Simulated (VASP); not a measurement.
# Zn (Fm-3m) in VASP: single point with PBEsol+D3(BJ)

Aim: the single point of Zn with PBEsol+D3(BJ).

Program: VASP 6.6.1. These are calculated values, not measurements. Logs are shortened: lines on timing, memory, paths and dates and some standing lists are left out, and cuts for length are marked.

### 1 The cell of the first run

It takes space group Fm-3m (No. 225, cubic). Conventional cell: a = 7.662 Å, b = 7.662 Å, c = 7.662 Å, α = 90.00°, β = 90.00°, γ = 90.00°.

### 2 Single point, PBEsol+D3(BJ)

Contents of INCAR:

```
PREC     = Accurate       # precision mode
ENCUT    = 500            # plane-wave cutoff, eV
EDIFF    = 1E-6           # SCF threshold, eV
ISMEAR   = -1             # smearing method
SIGMA    = 0.15           # smearing width, eV
LREAL    = F              # projectors in reciprocal space
LASPH    = T              # aspherical terms in the spheres
NELM     = 120            # most SCF steps
ALGO     = Normal         # electronic algorithm
ISIF     = 2              # what is computed and relaxed
LWAVE    = F              # write WAVECAR
LCHARG   = T              # write CHGCAR
GGA      = PS             # functional
IVDW     = 12             # dispersion correction
LELF     = T              # ELF
LVHAR    = T            
NBANDS   = 12             # bands
GGA_COMPAT= F
```

Contents of KPOINTS:

```
Automatic mesh
0
Gamma
  5 5 5
```

Contents of POSCAR:

```
Zn
1.0
    0.0000000000      3.8311260000      3.8311260000
    3.8311260000      0.0000000000      3.8311260000
    3.8311260000      3.8311260000      0.0000000000
Zn
1
Direct
    0.0000000000      0.0000000000      0.0000000000
```

Potentials or basis: VASP PAW PBE potentials, release 64 (Zn).

The run is started by

```console
$ cat potpaw_PBE.64/Zn/POTCAR > POTCAR
$ mpirun -np 1 vasp_std > vasp.out
```

OUTCAR:

```text
PREC = Accurate
   ENCUT = 500
   EDIFF = 1E-6
   ISMEAR = -1
   LREAL = F
   LASPH = T
   NELM = 120
   ISIF = 2
   GGA = PS
   IVDW = 12
 IVDW          = 12

 ion  position               nearest neighbor table
   1  0.000  0.000  0.000-

  LATTYP: Found a face centered cubic cell.
 ALAT       =     7.6622520000

  Lattice vectors:

 A1 = (   0.0000000000,   3.8311260000,   3.8311260000)
 A2 = (   3.8311260000,   0.0000000000,   3.8311260000)
 A3 = (   3.8311260000,   3.8311260000,   0.0000000000)

Analysis of symmetry for initial positions (statically):
=====================================================================
 Subroutine PRICEL returns:
 Original cell was already a primitive cell.

 Routine SETGRP: Setting up the symmetry group for a
 face centered cubic supercell.

 Subroutine GETGRP returns: Found 48 space group operations
 (whereof 48 operations were pure point group operations)
 out of a pool of 48 trial point group operations.

The static configuration has the point symmetry O_h .

Analysis of symmetry for dynamics (positions and initial velocities):
=====================================================================
 Subroutine PRICEL returns:
 Original cell was already a primitive cell.

 Routine SETGRP: Setting up the symmetry group for a
 face centered cubic supercell.

 Subroutine GETGRP returns: Found 48 space group operations
 (whereof 48 operations were pure point group operations)
 out of a pool of 48 trial point group operations.

The dynamic configuration has the point symmetry O_h .

 Subroutine INISYM returns: Found 48 space group operations
 (whereof 48 operations are pure point group operations),
 and found     1 'primitive' translations

----------------------------------------------------------------------------------------

                                     Primitive cell

  volume of cell :     112.4629

  direct lattice vectors                    reciprocal lattice vectors
     0.000000000  3.831126000  3.831126000    -0.130509934  0.130509934  0.130509934
     3.831126000  0.000000000  3.831126000     0.130509934 -0.130509934  0.130509934
     3.831126000  3.831126000  0.000000000     0.130509934  0.130509934 -0.130509934

  length of vectors
     5.418030348  5.418030348  5.418030348     0.226049836  0.226049836  0.226049836
[... 66 lines left out ...]
   EDIFFG = 0.1E-04   stopping-criterion for IOM
   NSW    =      0    number of steps for IOM
   IBRION =     -1    ionic relax: 0-MD 1-quasi-New 2-CG
   NFREE  =      0    steps in history (QN), initial steepest desc. (CG)
   ISIF   =      2    stress and relaxation
   ISYM   =      2    0-nonsym 1-usesym 2-fastsym
   POTIM  = 0.5000    time-step for ionic-motion
   TEBEG  =    0.0;   TEEND  =   0.0 temperature during run
   PSTRESS=    0.0 pullay stress
   NELECT =      12.0000    total number of electrons
   NUPDOWN=      -1.0000    fix difference up-down
   EMIN   =  10.00;   EMAX   =-10.00  energy-range for DOS
   EFERMI =   0.00;   METHOD = LEGACY
   ISMEAR =    -1;   SIGMA  =   0.15  broadening in eV -4-tet -1-fermi 0-gaus
   EFERMI_NEDOS =   21; number of points for ismear=-14 and -15
   IALGO  =     38    algorithm
   IMIX   =      4    mixing-type and parameters
     AMIX     =   0.40;   BMIX     =  1.00
     AMIX_MAG =   1.60;   BMIX_MAG =  1.00
  volume/ion in A,a.u.               =     112.46       758.94
  Fermi-wavevector in a.u.,A,eV,Ry     =   0.776483  1.467341  8.203312  0.602926
  Thomas-Fermi vector in A             =   1.878971
   LORBIT       =      0    0 simple, 1 ext, 2 COOP (PROOUT), +10 PAW based schemes
   GGA     = PS    functional components
   LHFCALC =     F    Hartree Fock is set to
   AEXX    =    0.0000 exact exchange contribution
   IVDW    =    12    specifies the selected vdW correction
   LEPSILON=     F    determine dielectric tensor
   LRPA    =     F    only Hartree local field effects (RPA)
 non-spin polarized calculation
  energy-cutoff  :      500.00
  volume of cell :      112.46
 maximum number of plane-waves:      2869
   NGX = 19   NGY = 19   NGZ = 19

 number of electron      12.0000014 magnetization

 Free energy of the ion-electron system (eV)
  ---------------------------------------------------
  ext. energy  EPLUGINS =         0.00000000
  ---------------------------------------------------
  free energy    TOTEN  =        -0.04124144 eV

  energy without entropy =       -0.04123108  energy(sigma->0) =       -0.04123626

 E-fermi :  -2.9270     XC(G=0):  -3.9262

 val. band max:       -4.8434402507   @ k =  -0.4000   0.4000   0.0000
 cond. band min:      -1.0949162989   @ k =   0.4000   0.0000   0.0000
 fundamental gap:      3.7485239519
 Fermi energy:        -2.9270272488

 k-point     1 :       0.0000    0.0000    0.0000
  band No.  band energies     occupation
      1      -9.1810      2.00000
      2      -9.1810      2.00000
      3      -9.1810      2.00000
      4      -9.1786      2.00000
      5      -9.1786      2.00000
      6      -5.5513      2.00000
      7       1.4243      0.00000
      8       1.4243      0.00000
      9       1.4243      0.00000
     10       2.1538      0.00000
     11       5.1809      0.00000
     12       5.1809      0.00000
[... 121 lines left out ...]
 k-point    10 :      -0.4000    0.4000    0.2000
  band No.  band energies     occupation
      1      -9.1806      2.00000
      2      -9.1804      2.00000
      3      -9.1785      2.00000
      4      -9.1770      2.00000
      5      -9.1759      2.00000
      6      -4.8869      2.00000
      7      -0.7326      0.00000
      8      -0.1722      0.00000
      9       0.3867      0.00000
     10       3.6321      0.00000
     11       4.4965      0.00000
     12       4.7632      0.00000

------------------------ aborting loop because EDIFF is reached ----------------------------------------

 Edisp (eV)   -0.09669

 E8    (eV) :    -0.0623

  FORCE on cell =-STRESS in cart. coord.  units (eV):
  Direction    XX          YY          ZZ          XY          YZ          ZX
  --------------------------------------------------------------------------------------
  -------------------------------------------------------------------------------------
  Total      -0.21402    -0.21402    -0.21402    -0.00000     0.00000    -0.00000
  in kB      -3.04893    -3.04893    -3.04893    -0.00000     0.00000    -0.00000
  external pressure =       -3.05 kB  Pullay stress =        0.00 kB

 VOLUME and BASIS-vectors are now :
 -----------------------------------------------------------------------------
  energy-cutoff  :      500.00
  volume of cell :      112.46
      direct lattice vectors                 reciprocal lattice vectors
     0.000000000  3.831126000  3.831126000    -0.130509934  0.130509934  0.130509934
     3.831126000  0.000000000  3.831126000     0.130509934 -0.130509934  0.130509934
     3.831126000  3.831126000  0.000000000     0.130509934  0.130509934 -0.130509934

 POSITION                                       TOTAL-FORCE (eV/Angst)
 -----------------------------------------------------------------------------------
      0.00000      0.00000      0.00000         0.000000      0.000000      0.000000
 -----------------------------------------------------------------------------------
    total drift:                               -0.000000     -0.000000     -0.000000

  FREE ENERGIE OF THE ION-ELECTRON SYSTEM (eV)
  ---------------------------------------------------
  free  energy   TOTEN  =        -0.1379285591 eV

  energy  without entropy=       -0.1379182044  energy(sigma->0) =       -0.13792338
```

stdout:

```text
POSCAR found type information on POSCAR Zn
 POSCAR found :  1 types and       1 ions
 scaLAPACK will be used
 -----------------------------------------------------------------------------
|                                                                             |
|                                                                             |
|     You enforced a specific xc type in the INCAR file but a different       |
|     I HOPE YOU KNOW WHAT YOU ARE DOING!                                     |
|                                                                             |
 -----------------------------------------------------------------------------

 LDA part: xc-table for (Slater+PW92), standard interpolation
 POSCAR, INCAR and KPOINTS ok, starting setup
 FFT: planning ... GRIDC
 FFT: planning ... GRID_SOFT
 FFT: planning ... GRID
 WAVECAR not read
 entering main loop
```

It took 5.1 s on 1 thread of Intel Xeon 6975P-C (Granite Rapids), shared host; peak memory 0.22 GiB.

Results:

| Property | Result |
| --- | --- |
| Free energy | -0.1379 eV |
| Pressure | -0.3 GPa |
| Band gap on the k mesh | 3.75 eV, indirect (least direct gap 3.92 eV) |
| Dispersion energy per atom | -0.097 eV |

Caveat: three body term missing; the PAW data sets were made with another functional, which shifts forces and pressure a little.
